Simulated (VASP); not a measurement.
Here is a VASP 6.6.1 calculation.

Contents of INCAR:

```
  PREC = Accurate
  ENCUT = 520
  EDIFF = 1E-7
  ISMEAR = -1
  SIGMA = 0.15
  LREAL = False
  LASPH = True
  NELM = 100
  ALGO = Normal
  ISIF = 2
  LWAVE = False
  LCHARG = False
  GGA = PE
  NBANDS = 35
```

KPOINTS

```
regular mesh
0
Gamma
  3 3 1
```

Contents of POSCAR:

```
Al12Pt
1.0
    5.7275650000      0.0000000000      0.0000000000
    2.8637820000      4.9602170000      0.0000000000
    0.0000000000      0.0000000000     16.6765370000
Al Pt
12 1
Direct
    0.1666667000      0.1666667000      0.0599645000
    0.6666667000      0.1666667000      0.0599645000
    0.1666667000      0.6666667000      0.0599645000
    0.6666667000      0.6666667000      0.0599645000
   -0.1655284334      0.3346428169      0.2012585774
    0.3308841876      0.3346399551      0.2012597941
   -0.1654767436      0.8309462869      0.2012308410
    0.3332868799      0.8334206537      0.1969056798
   -0.0245784646      0.0123095227      0.3385347737
    0.5122621913      0.0123050193      0.3385393494
   -0.0000092742      0.5000187278      0.3425436982
    0.5121650715      0.4756676447      0.3386325456
    0.3331193352      0.8337333827      0.4326278157
```

Potentials or basis: VASP PAW PBE potentials, release 64 (Al, Pt).

The run is started by

```sh
$ cat potpaw_PBE.64/Al/POTCAR potpaw_PBE.64/Pt/POTCAR > POTCAR
$ mpirun -np 1 vasp_std > vasp.out
```

Question: Estimate the band gap on the k mesh.

Answer: 0.01 eV, indirect (least direct gap 0.11 eV).

Question: Estimate the largest force.

Answer: 0.187 eV/Å.

Forces on the atoms (eV/Å):
```
Al   0.000 -0.186  0.001
Al   0.000  0.000 -0.018
Al   0.162  0.093  0.000
Al  -0.162  0.093  0.000
Al  -0.001 -0.001  0.003
Al   0.001 -0.001  0.003
Al   0.000  0.002  0.004
Al   0.000  0.000  0.003
Al   0.006 -0.003  0.005
Al  -0.006 -0.003  0.005
Al   0.000  0.000  0.004
Al   0.000  0.006  0.004
Pt   0.000 -0.001 -0.016
```

Caveat: the k points lie up to 0.42 Å⁻¹ apart; spin-orbit coupling is left out, which moves the levels of the heavy elements.
